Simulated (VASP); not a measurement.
# K: density of states with LDA

Crystal: K.

```xyz
1
Lattice="3.4674 0.0000 0.0000 0.0000 3.4674 0.0000 0.0000 0.0000 3.4674" Properties=species:S:1:pos:R:3 pbc="T T T"
K     0.0000    0.0000    0.0000
```

This cell differs from its parent crystal: volume scaled by 0.6.

```yaml
Program: VASP 6.6.1
Task: density of states
Functional: LDA
Potentials_or_basis: VASP PAW LDA potentials, release 64 (K_sv)
Cutoff: 400 eV
k_mesh: 9 × 9 × 9
Occupations: fermi-dirac, width 0.05 eV
Spin: no spin polarisation
Dipole_correction: no
k_mesh_for_the_DOS: 14 × 14 × 14
Occupations_for_the_DOS: tetrahedron
Further_INCAR_settings: ALGO = Normal; EDIFF = 1e-06
```

```yaml
Valence_electrons_inside_the_program's_atomic_spheres: K 7.56
```

Levels at points of the mesh, in eV from the Fermi level:
```csv
k point,band 1,band 2,band 3,band 4,band 5,band 6,band 7,band 8
"(0.00, 0.00, 0.00)",-32.06,-15.51,-15.51,-15.51,-3.03,2.49,2.49,7.58
"(0.50, 0.00, 0.00)",-32.00,-16.12,-15.45,-15.45,0.04,0.44,3.32,5.23
"(0.50, 0.50, 0.00)",-31.94,-16.01,-16.01,-15.40,0.21,2.73,3.76,3.76
"(0.50, 0.50, 0.50)",-31.89,-15.92,-15.92,-15.92,1.81,1.81,1.81,5.36
```

It took 26 s on 1 thread of AMD EPYC 7R13, with other jobs on the host, peak memory 0.11 GiB.
